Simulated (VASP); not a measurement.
A run of VASP 6.6.1:

The input POSCAR:

```
SiC
1.0
    0.0000000000      2.3479200000      2.0000800000
    2.3479200000      0.0000000000      2.0000800000
    2.3479200000      2.3479200000      0.0000000000
Si C
1 1
Direct
    0.0000000000      0.0000000000      0.0000000000
    0.7500000000      0.7500000000      0.7500000000
```

Contents of INCAR.step1:

```
ALGO = Normal
EDIFF = 1E-4
ENCUT = 520
GGA = PE
ISMEAR = 0
LASPH = T
LCHARG = F
LREAL = F
LWAVE = T
NBANDS = 11
NELM = 60
PREC = Accurate
SIGMA = 0.05
```

Contents of INCAR.step2:

```
ALGO = Normal
EDIFF = 1E-6
ENCUT = 520
ISIF = 2
ISMEAR = 0
ISTART = 1
LASPH = T
LCHARG = F
LMIXTAU = T
LREAL = F
LWAVE = F
METAGGA = R2SCAN
NBANDS = 11
NELM = 60
PREC = Accurate
SIGMA = 0.05
```

KPOINTS

```
k-points
0
Gamma
  12 12 12
```

Potentials or basis: VASP PAW PBE potentials, release 64 (Si, C).

The run is started by

```bash
$ cat potpaw_PBE.64/Si/POTCAR potpaw_PBE.64/C/POTCAR > POTCAR
$ cp INCAR.step1 INCAR
$ mpirun -np 1 vasp_std > vasp.out
$ cp INCAR.step2 INCAR
$ mpirun -np 1 vasp_std > vasp.out
```

Hardware: 1 thread of AMD EPYC 9R45 96-Core Processor (Zen 5) (shared host).

Question: How long does it take, and how much memory?

Answer: Run time: 80 s on 1 thread of AMD EPYC 9R45 96-Core Processor (Zen 5) (shared host), peak memory 0.14 GiB. Counts: k points 163.
